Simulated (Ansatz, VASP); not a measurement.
# AgCl: VASP beside Ansatz

```
Ag Cl
1.0
     3.49028    0.00000    0.00000
     0.00000    3.49028    0.00000
     0.00000    0.00000    3.49028
Ag Cl
1 1
Direct
  0.00000 0.00000 0.00000
  0.50000 0.50000 0.50000
```

Change from the starting cell: volume scaled by 1.05, crystal datasets.

Alike in both runs: task electric field gradients; functional PBEsol; k mesh 9 × 9 × 9; occupations fermi-dirac, width 0.01 eV; no spin polarisation.

|  | VASP | Ansatz |
| --- | --- | --- |
| version | VASP 6.6.1 | Ansatz 0.2.0 |
| potentials or method | VASP PAW PBE potentials, release 64 (Ag, Cl), cutoff 520 eV | all-electron PAW with datasets made for the crystal, scalar-relativistic |

|  | VASP | Ansatz | Ansatz less VASP |
| --- | --- | --- | --- |
| gap on the k mesh at the Fermi level (eV) | 0.43 | 0.44 | +0.002 |
| pressure (GPa) | -6.3 | -6.2 | +0.09 |

VASP's potentials were made for PBE, not for PBEsol. Ansatz ran all-electron here, and VASP with PAW potentials.
